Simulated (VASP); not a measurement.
Input of a VASP 6.6.1 run:

Contents of INCAR:

```
ALGO     = Normal         # electronic algorithm
EDIFF    = 1E-6           # SCF threshold, eV
ENCUT    = 520            # plane-wave cutoff, eV
GGA      = PS             # functional
ISIF     = 2              # what is computed and relaxed
ISMEAR   = -1             # smearing method
LASPH    = T              # aspherical terms in the spheres
LCHARG   = F              # write CHGCAR
LREAL    = F              # projectors in reciprocal space
LWAVE    = F              # write WAVECAR
NBANDS   = 15             # bands
NELM     = 80             # most SCF steps
PREC     = Accurate       # precision mode
SIGMA    = 0.05           # smearing width, eV
```

File KPOINTS:

```
k-points
0
Gamma
  13 13 11
```

File POSCAR:

```
HfB2
1.0
    3.1400001005      0.0000000000      0.0000000000
   -1.5700000503      2.7193198549      0.0000000000
    0.0000000000      0.0000000000      3.5844000000
Hf B
1 2
Direct
    0.0000000000      0.0000000000      0.0000000000
    0.3333333333      0.6666666667      0.5000000000
    0.6666666667      0.3333333333      0.5000000000
```

Potentials or basis: VASP PAW PBE potentials, release 64 (Hf_pv, B).

The run is started by

```bash
$ cat potpaw_PBE.64/Hf_pv/POTCAR potpaw_PBE.64/B/POTCAR > POTCAR
$ mpirun -np 1 vasp_std > vasp.out
```

Q: Predict the pressure.

A: -10.7 GPa.

Q: Estimate the band gap on the k mesh.

A: Zero (band 8 reaches 8.19 eV, above the bottom of band 9 at 6.89 eV).

Stress tensor (GPa, compression positive):
```
 -7.30   0.00   0.00
  0.00  -7.30   0.00
  0.00   0.00 -17.54
```

Caveat: the cell differs from its parent crystal (zz strain of +3 %); the PAW data sets were made with another functional, which shifts forces and pressure a little; spin-orbit coupling is left out, which moves the levels of the heavy elements.
